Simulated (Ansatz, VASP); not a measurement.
**One calculation of ZnCd2TeO2, two programs**

```xyz
6
Lattice="3.2605 0.0000 0.0000 0.0000 3.2605 0.0000 0.0000 0.0000 11.0038" Properties=species:S:1:pos:R:3 pbc="T T T"
Zn    0.0000    0.0000    5.5019
Cd    1.6302    1.6302    8.0673
Cd    1.6302    1.6302    2.9364
Te    1.6302    1.6302    0.0000
O     0.0000    0.0000    7.3985
O     0.0000    0.0000    3.6052
```

Alike in both runs: functional PBE; k mesh 12 × 12 × 4; occupations gaussian, width 0.1 eV; no spin polarisation.

Ansatz relaxed the structure, and its values are those at the end. VASP's run is a single point on that final structure, the one shown.

```csv
,VASP,Ansatz
version,VASP 6.6.1,Ansatz 0.2.0
potentials or method,"VASP PAW PBE potentials, release 64 (Zn, Cd, Te, O), cutoff 520 eV","scalar-relativistic, plane waves, PAW"
valence electrons in the cell,54,80
```

Ansatz gave:

```
gap on the k mesh at the Fermi level (eV) : none
pressure (GPa)                            : 0.0
rms of the force components (eV/Å)        : 0.000
```

**Question.** What did VASP give for the same quantities?

**Answer.** gap on the k mesh at the Fermi level (eV): none; pressure (GPa): 0.5; rms of the force components (eV/Å): 0.028.

A gap of «none» marks a metal or a gap that the smearing closes. The functional is the same, so the differences come from potentials, cutoffs and numerics. VASP's potentials hold 54 valence electrons a cell and Ansatz's 80, so a difference there can come from the potentials and not from the codes.

Spin-orbit coupling is off throughout.
